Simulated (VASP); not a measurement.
# Ge (a cell with a defect) in VASP: notebook

Ge (a cell with a defect) is run at these levels: PBEsol; tasks: single point.

Everything below comes from runs of VASP 6.6.1. Logs are shortened: lines on timing, memory, paths and dates and some standing lists are left out, and cuts for length are marked.

### Step 1. The cell of the first run

The cell holds a defect, 17 atoms: a = 8.004 Å, b = 8.004 Å, c = 8.004 Å, α = 60.00°, β = 60.00°, γ = 60.00°.

### Step 2. Single point, PBEsol

INCAR reads:

```
SYSTEM = Ge
PREC     = Accurate       ! precision mode
ENCUT    = 520            ! plane-wave cutoff, eV
EDIFF    = 1E-6           ! SCF threshold, eV
ISMEAR   = -1             ! smearing method
SIGMA    = 0.15           ! smearing width, eV
LREAL    = Auto         
LASPH    = .True.         ! aspherical terms in the spheres
NELM     = 100            ! most SCF steps
ALGO     = Normal         ! electronic algorithm
ISIF     = 2              ! what is computed and relaxed
LWAVE    = .False.        ! write WAVECAR
LCHARG   = .True.         ! write CHGCAR
GGA      = PS             ! functional
LELF     = .True.         ! ELF
LVHAR    = .True.       
NBANDS   = 133            ! bands
```

KPOINTS reads:

```
Automatic mesh
0
Gamma
  2 2 2
  0 0 0
```

POSCAR reads:

```
Ge
1.0
    0.0000000000      5.6600000000      5.6600000000
    5.6600000000      0.0000000000      5.6600000000
    5.6600000000      5.6600000000      0.0000000000
Ge
17
Direct
    0.1390282686     -0.0747703180      0.2389045936
   -0.1354151943      0.3624646643      0.3752915194
    0.1271996466     -0.5708568905      0.4165106007
    0.2496024735      0.2190194346      0.2094257951
   -0.1541696113      0.9652296820     -0.3100530035
    0.4100176678      0.6130918728     -0.5275265018
   -0.3335600707      0.4501855124      0.6983127208
   -0.0385600707      0.1499028269      0.8882773852
    0.6086219081      0.0972438163     -0.0269964664
    0.6994257951      0.0793727915      0.2761572438
    0.3795936396     -0.1361837456      0.9270141343
    0.0115812721      0.4663515901      0.8417756184
    0.6285512367      0.4598233216      0.1601590106
    0.8347703180      0.7234275618      0.0493462898
    0.4362190813      0.2434275618      0.5885335689
    0.7384363958      0.7714399293      0.5811395760
    1.2671996466      0.5566519435     -0.0011395760
```

Potentials or basis: VASP PAW PBE potentials, release 64 (Ge_d).

Command:

```console
$ cat potpaw_PBE.64/Ge_d/POTCAR > POTCAR
$ mpirun -np 1 vasp_std > vasp.out
```

OUTCAR:

```text
SYSTEM = Ge
   PREC = Accurate
   ENCUT = 520
   EDIFF = 1E-6
   ISMEAR = -1
   LREAL = Auto
   LASPH = .True.
   NELM = 100
   ISIF = 2
   GGA = PS

 ion  position               nearest neighbor table
   1  0.139  0.925  0.239-  11 2.38   4 2.77   6 2.90
   2  0.865  0.362  0.375-   7 2.51   4 2.54   3 2.61  13 2.75  14 2.76
   3  0.127  0.429  0.417-   4 2.46   2 2.61  17 2.73  15 2.81
   4  0.250  0.219  0.209-  17 2.40   3 2.46   9 2.53   2 2.54   1 2.77
   5  0.846  0.965  0.690-   9 2.44  14 2.53  16 2.71
   6  0.410  0.613  0.472-  15 2.55  13 2.71   7 2.80   1 2.90
   7  0.666  0.450  0.698-   2 2.51  16 2.52   9 2.67   6 2.80   8 2.82  17 2.89
   8  0.961  0.150  0.888-  12 2.58  10 2.70   9 2.76   7 2.82
   9  0.609  0.097  0.973-   5 2.44   4 2.53  14 2.54   7 2.67   8 2.76  10 2.78
  10  0.699  0.079  0.276-  16 2.47  13 2.54   8 2.70  15 2.77   9 2.78
  11  0.380  0.864  0.927-   1 2.38  17 2.73  16 2.90
  12  0.012  0.466  0.842-   8 2.58  14 2.67  13 2.85
  13  0.629  0.460  0.160-  10 2.54   6 2.71   2 2.75  14 2.85  12 2.85
  14  0.835  0.723  0.049-   5 2.53   9 2.54  12 2.67   2 2.76  13 2.85  17 2.91
  15  0.436  0.243  0.589-   6 2.55  10 2.77   3 2.81
  16  0.738  0.771  0.581-  10 2.47   7 2.52   5 2.71  11 2.90
  17  0.267  0.557  0.999-   4 2.40   3 2.73  11 2.73   7 2.89  14 2.91

  LATTYP: Found a face centered cubic cell.
 ALAT       =    11.3200000000

  Lattice vectors:

 A1 = (   0.0000000000,   5.6600000000,   5.6600000000)
 A2 = (   5.6600000000,   0.0000000000,   5.6600000000)
 A3 = (   5.6600000000,   5.6600000000,   0.0000000000)

Analysis of symmetry for initial positions (statically):
=====================================================================
 Subroutine PRICEL returns:
 Original cell was already a primitive cell.

 Routine SETGRP: Setting up the symmetry group for a
 face centered cubic supercell.

 Subroutine GETGRP returns: Found  1 space group operations
 (whereof  1 operations were pure point group operations)
 out of a pool of 48 trial point group operations.

The static configuration has the point symmetry C_1 .

Analysis of symmetry for dynamics (positions and initial velocities):
=====================================================================
 Subroutine PRICEL returns:
 Original cell was already a primitive cell.

 Routine SETGRP: Setting up the symmetry group for a
 face centered cubic supercell.

 Subroutine GETGRP returns: Found  1 space group operations
 (whereof  1 operations were pure point group operations)
 out of a pool of 48 trial point group operations.

The dynamic configuration has the point symmetry C_1 .

 Subroutine INISYM returns: Found  1 space group operations
 (whereof  1 operations are pure point group operations),
 and found     1 'primitive' translations

----------------------------------------------------------------------------------------

                                     Primitive cell

  volume of cell :     362.6430

  direct lattice vectors                    reciprocal lattice vectors
     0.000000000  5.660000000  5.660000000    -0.088339223  0.088339223  0.088339223
     5.660000000  0.000000000  5.660000000     0.088339223 -0.088339223  0.088339223
     5.660000000  5.660000000  0.000000000     0.088339223  0.088339223 -0.088339223

  length of vectors
     8.004448763  8.004448763  8.004448763     0.153008022  0.153008022  0.153008022

  position of ions in fractional coordinates (direct lattice)
     0.139028269  0.925229682  0.238904594
     0.864584806  0.362464664  0.375291519
     0.127199647  0.429143110  0.416510601
     0.249602473  0.219019435  0.209425795
     0.845830389  0.965229682  0.689946996
     0.410017668  0.613091873  0.472473498
[... 9 lines left out ...]
     0.738436396  0.771439929  0.581139576
     0.267199647  0.556651944  0.998860424

  ion indices of the primitive-cell ions
   primitive index   ion index
                 1           1
                 2           2
                 3           3
                 4           4
                 5           5
                 6           6
[... 9 lines left out ...]
                16          16
                17          17

----------------------------------------------------------------------------------------

 KPOINTS: Automatic mesh

Automatic generation of k-mesh.
 Grid dimensions read from file:
 generate k-points for:    2    2    2

 Generating k-lattice:

  Cartesian coordinates                     Fractional coordinates (reciprocal lattice)
    -0.044169611  0.044169611  0.044169611     0.500000000  0.000000000  0.000000000
     0.044169611 -0.044169611  0.044169611     0.000000000  0.500000000  0.000000000
     0.044169611  0.044169611 -0.044169611     0.000000000  0.000000000  0.500000000

  Length of vectors
     0.076504011  0.076504011  0.076504011

  Shift w.r.t. Gamma in fractional coordinates (k-lattice)
     0.000000000  0.000000000  0.000000000

 Subroutine IBZKPT returns following result:
 ===========================================

 Found      8 irreducible k-points:

 Following reciprocal coordinates:
            Coordinates               Weight
  0.000000  0.000000  0.000000      1.000000
  0.500000  0.000000  0.000000      1.000000
  0.000000  0.500000  0.000000      1.000000
  0.000000  0.000000  0.500000      1.000000
  0.500000  0.500000  0.500000      1.000000
  0.500000  0.500000  0.000000      1.000000
  0.000000  0.500000  0.500000      1.000000
  0.500000  0.000000  0.500000      1.000000
   k-points           NKPTS =      8   k-points in BZ     NKDIM =      8   number of bands    NBANDS=    133
   number of dos      NEDOS =    301   number of ions     NIONS =     17
   total plane-waves  NPLWV = 216000
   dimension x,y,z NGX =    60 NGY =   60 NGZ =   60
   dimension x,y,z NGXF=   120 NGYF=  120 NGZF=  120
   ions per type =              17
   NGX,Y,Z   is equivalent  to a cutoff of  12.46, 12.46, 12.46 a.u.
   NGXF,Y,Z  is equivalent  to a cutoff of  24.92, 24.92, 24.92 a.u.
 SYSTEM =  Ge
   PREC   = accura    normal or accurate (medium, high low for compatibility)
   ISTART =      0    job   : 0-new  1-cont  2-samecut
   ICHARG =      2    charge: 1-file 2-atom 10-const
   ISPIN  =      1    spin polarized calculation?
   LNONCOLLINEAR =      F non collinear calculations
   LSORBIT =      F    spin-orbit coupling
   LASPH  =      T    aspherical Exc in radial PAW
   ENCUT  =  520.0 eV  38.22 Ry    6.18 a.u.  14.88 14.88 14.88*2*pi/ulx,y,z
   NELM   =    100;   NELMIN=  2; NELMDL= -5     # of ELM steps
   EDIFF  = 0.1E-05   stopping-criterion for ELM
   LREAL  =      T    real-space projection
   EDIFFG = 0.1E-04   stopping-criterion for IOM
   NSW    =      0    number of steps for IOM
   IBRION =     -1    ionic relax: 0-MD 1-quasi-New 2-CG
   NFREE  =      0    steps in history (QN), initial steepest desc. (CG)
   ISIF   =      2    stress and relaxation
   ISYM   =      2    0-nonsym 1-usesym 2-fastsym
   POTIM  = 0.5000    time-step for ionic-motion
   TEBEG  =    0.0;   TEEND  =   0.0 temperature during run
   PSTRESS=    0.0 pullay stress
   NELECT =     238.0000    total number of electrons
   NUPDOWN=      -1.0000    fix difference up-down
   EMIN   =  10.00;   EMAX   =-10.00  energy-range for DOS
   EFERMI =   0.00;   METHOD = LEGACY
   ISMEAR =    -1;   SIGMA  =   0.15  broadening in eV -4-tet -1-fermi 0-gaus
   EFERMI_NEDOS =   21; number of points for ismear=-14 and -15
   IALGO  =     38    algorithm
   IMIX   =      4    mixing-type and parameters
     AMIX     =   0.40;   BMIX     =  1.00
     AMIX_MAG =   1.60;   BMIX_MAG =  1.00
  volume/ion in A,a.u.               =      21.33       143.96
  Fermi-wavevector in a.u.,A,eV,Ry     =   1.422681  2.688476 27.538462  2.024020
  Thomas-Fermi vector in A             =   2.543359
   LORBIT       =      0    0 simple, 1 ext, 2 COOP (PROOUT), +10 PAW based schemes
   GGA     = PS    functional components
   LHFCALC =     F    Hartree Fock is set to
   AEXX    =    0.0000 exact exchange contribution
   IVDW    =     0    specifies the selected vdW correction
   LEPSILON=     F    determine dielectric tensor
   LRPA    =     F    only Hartree local field effects (RPA)
 non-spin polarized calculation
  energy-cutoff  :      520.00
  volume of cell :      362.64
 maximum number of plane-waves:      9841
 NGX is ok and might be reduce to    60
   NGX = 29   NGY = 29   NGZ = 29

 number of electron     238.0000012 magnetization

 Free energy of the ion-electron system (eV)
  ---------------------------------------------------
  ext. energy  EPLUGINS =         0.00000000
  ---------------------------------------------------
  free energy    TOTEN  =       -77.32671989 eV

  energy without entropy =      -76.77285471  energy(sigma->0) =      -77.04978730

 E-fermi :   5.1599     XC(G=0): -10.6372

 val. band max:        5.1417067832   @ k =   0.0000   0.0000   0.0000
 cond. band min:       5.2021335333   @ k =   0.0000   0.5000   0.5000
 fundamental gap:      0.0604267501
 Fermi energy:         5.1598644991

 k-point     1 :       0.0000    0.0000    0.0000
  band No.  band energies     occupation
      1     -19.5949      2.00000
      2     -19.5477      2.00000
      3     -19.5311      2.00000
      4     -19.5176      2.00000
      5     -19.5058      2.00000
      6     -19.4943      2.00000
[... 123 lines left out ...]
    130       6.8792      0.00002
    131       7.1573      0.00000

 k-point     2 :       0.5000    0.0000    0.0000
  band No.  band energies     occupation
      1     -19.5950      2.00000
      2     -19.5472      2.00000
      3     -19.5321      2.00000
      4     -19.5179      2.00000
      5     -19.5060      2.00000
      6     -19.4944      2.00000
[... 927 lines left out ...]
    130       8.0977      0.00000
    131       8.2832      0.00000
 [bands above 131 left out]

------------------------ aborting loop because EDIFF is reached ----------------------------------------

  FORCE on cell =-STRESS in cart. coord.  units (eV):
  Direction    XX          YY          ZZ          XY          YZ          ZX
  --------------------------------------------------------------------------------------
  -------------------------------------------------------------------------------------
  Total        6.7351588     -6.5988255      1.3691247      0.3255169     -3.3602500     -0.5685351
  in kB       29.7563142    -29.1539858      6.0488708      1.4381520    -14.8457751     -2.5118205
  external PRESSURE =       2.2170664 kB  Pullay stress =       0.0000000 kB

 VOLUME and BASIS-vectors are now :
 -----------------------------------------------------------------------------
  energy-cutoff  :      520.00
  volume of cell :      362.64
      direct lattice vectors                 reciprocal lattice vectors
     0.000000000  5.660000000  5.660000000    -0.088339223  0.088339223  0.088339223
     5.660000000  0.000000000  5.660000000     0.088339223 -0.088339223  0.088339223
     5.660000000  5.660000000  0.000000000     0.088339223  0.088339223 -0.088339223

 POSITION                                       TOTAL-FORCE (eV/Angst)
 -----------------------------------------------------------------------------------
      6.58900      2.13910      6.02370         1.321233      0.383672     -0.504626
      4.17570      7.01770      6.94510        -0.111072     -0.541793     -0.839926
      4.78640      3.07740      3.14890         1.116963      0.743175      0.677659
      2.42500      2.59810      2.65240        -1.653920      0.187560     -1.169988
      9.36830      8.69250     10.25060        -1.691027     -1.123777      0.727815
      6.14430      4.99490      5.79080         0.204723     -0.328628      0.032259
[... 9 lines left out ...]
      7.65560      7.46880      8.54590         0.415375      0.990292     -0.030091
      8.80420      7.16590      4.66300         0.403220     -0.999929      1.172939
 -----------------------------------------------------------------------------------
    total drift:                                0.001928     -0.000231     -0.000693

  FREE ENERGIE OF THE ION-ELECTRON SYSTEM (eV)
  ---------------------------------------------------
  free  energy   TOTEN  =       -77.3267198904 eV

  energy  without entropy=      -76.7728547140  energy(sigma->0) =      -77.04978730
```

Run time: 8.2 min. Hardware: 1 thread of Intel Xeon 6975P-C (Granite Rapids), shared host; peak memory 0.59 GiB.

What came out:

| Quantity | Value |
| --- | --- |
| Free energy | -77.3267 eV |
| Pressure | 0.2 GPa |
| Largest force | 2.157 eV/Å |
| Band gap on the k mesh | zero (bands 119 and 120 overlap by 0.07 eV) |

Forces in eV/Å, atoms in the order of the input:
```
Ge   1.321  0.384 -0.505
Ge  -0.111 -0.542 -0.840
Ge   1.117  0.743  0.678
Ge  -1.654  0.188 -1.170
Ge  -1.691 -1.124  0.728
Ge   0.205 -0.329  0.032
Ge   0.498 -0.226 -0.303
Ge  -0.433  0.468  0.226
Ge   1.197  0.105 -0.377
Ge  -0.475 -0.232  0.169
Ge  -1.221 -0.418  0.528
Ge   0.032  0.031  0.364
Ge   0.354 -0.608  0.424
Ge   0.067  1.454 -0.460
Ge  -0.024  0.116 -0.637
Ge   0.415  0.990 -0.030
Ge   0.403 -1.000  1.173
```

Caveat: the k points lie up to 0.48 Å⁻¹ apart; the atoms stand as in a frame of molecular dynamics; the PAW data sets were made with another functional, which shifts forces and pressure a little.

### Step 3. Single point, PBEsol

INCAR reads:

```
SYSTEM = Ge
  PREC = Accurate
  ENCUT = 520
  EDIFF = 1E-7
  ISMEAR = -1
  SIGMA = 0.15
  LREAL = Auto
  LASPH = .True.
  NELM = 100
  ALGO = Normal
  ISIF = 2
  LWAVE = .False.
  LCHARG = .True.
  GGA = PS
  LELF = .True.
  LVHAR = .True.
  NBANDS = 133
```

KPOINTS is that of step 2.

POSCAR reads:

```
Ge
1.0
    0.0000000000      5.6600000000      5.6600000000
    5.6600000000      0.0000000000      5.6600000000
    5.6600000000      5.6600000000      0.0000000000
Ge
17
Direct
    0.1182067138     -0.1008038869      0.2021996466
   -0.0864840989      0.1812544170      0.3196996466
    0.1069169611     -0.5041431095      0.4382243816
    0.2608657244      0.2608127208      0.2063074205
    0.0044611307      0.9583833922     -0.3521643110
    0.3421378092      0.7117314488     -0.4548586572
   -0.2206007067      0.4775795053      0.4804416961
   -0.0606537102      0.1610600707      0.8542226148
    0.5898056537     -0.1178268551      0.2073498233
    0.6352561837      0.0680123675      0.3513692580
    0.3686042403     -0.0719787986      0.7948939929
    0.0731360424      0.3718639576      0.8749028269
    0.4831978799      0.6293639576      0.1455300353
    0.8443462898      0.6165901060      0.0629681979
    0.4775088339      0.2806007067      0.5682155477
    0.7764310954      0.7515194346      0.7119787986
    1.1554063604      0.7017844523     -0.0261660777
```

Potentials or basis: VASP PAW PBE potentials, release 64 (Ge_d).

Command:

```console
$ cat potpaw_PBE.64/Ge_d/POTCAR > POTCAR
$ mpirun -np 1 vasp_std > vasp.out
```

Wall time 51 min (1 thread of Intel Xeon 8259CL, shared host); peak memory 0.61 GiB.

Results (log left out):

* Free energy: -77.0869 eV
* Pressure: 0.3 GPa
* Largest force: 1.725 eV/Å
* Band gap on the k mesh: zero (bands 119 and 120 overlap by 0.13 eV)

Forces in eV/Å, atoms in the order of the input:
```
Ge  -1.522  0.293 -0.695
Ge   1.409 -0.589  0.802
Ge   0.073  0.240  0.328
Ge   0.222  0.080 -0.088
Ge   0.432 -0.466 -0.459
Ge  -0.961  0.699  0.075
Ge   0.192 -0.364 -0.298
Ge   0.139 -0.126 -0.441
Ge   1.243 -0.574  0.144
Ge  -0.652  0.024 -0.190
Ge   0.137 -0.114  0.752
Ge  -1.020  0.410  0.493
Ge  -0.134  0.083 -0.513
Ge   0.083  0.514  0.231
Ge   1.110 -0.359  0.198
Ge  -0.433 -0.242  0.415
Ge  -0.319  0.488 -0.757
```

Stress tensor (GPa, compression positive):
```
 2.70 -0.58  0.94
-0.58 -1.11  1.32
 0.94  1.32 -0.56
```

Levels at points of the mesh, in eV from the Fermi level:
```tsv
k point	band 115	band 116	band 117	band 118	band 119	band 120	band 121	band 122	band 123	band 124
(0.00, 0.00, 0.00)	-0.63	-0.52	-0.43	-0.31	-0.25	0.15	0.26	0.55	0.61	0.73
(0.50, 0.00, 0.00)	-1.26	-1.09	-0.72	-0.46	0.00	0.17	0.35	0.57	0.96	1.54
(0.00, 0.50, 0.00)	-1.22	-0.84	-0.76	-0.60	-0.39	0.26	0.42	0.65	0.91	1.18
(0.00, 0.00, 0.50)	-1.24	-1.06	-0.97	-0.35	-0.12	0.06	0.42	0.71	0.91	1.18
(0.50, 0.50, 0.50)	-1.30	-0.96	-0.78	-0.38	0.06	0.38	0.48	0.98	1.18	1.50
(0.50, 0.50, 0.00)	-1.06	-0.95	-0.74	-0.35	-0.16	0.24	0.30	0.38	0.89	1.55
(0.00, 0.50, 0.50)	-1.14	-0.96	-0.54	-0.42	-0.32	-0.07	0.49	0.67	1.01	1.21
(0.50, 0.00, 0.50)	-1.00	-0.84	-0.65	-0.39	-0.01	0.10	0.23	0.65	0.84	1.49
```

Caveat: the k points lie up to 0.48 Å⁻¹ apart; the atoms stand as in a frame of molecular dynamics; the PAW data sets were made with another functional, which shifts forces and pressure a little.
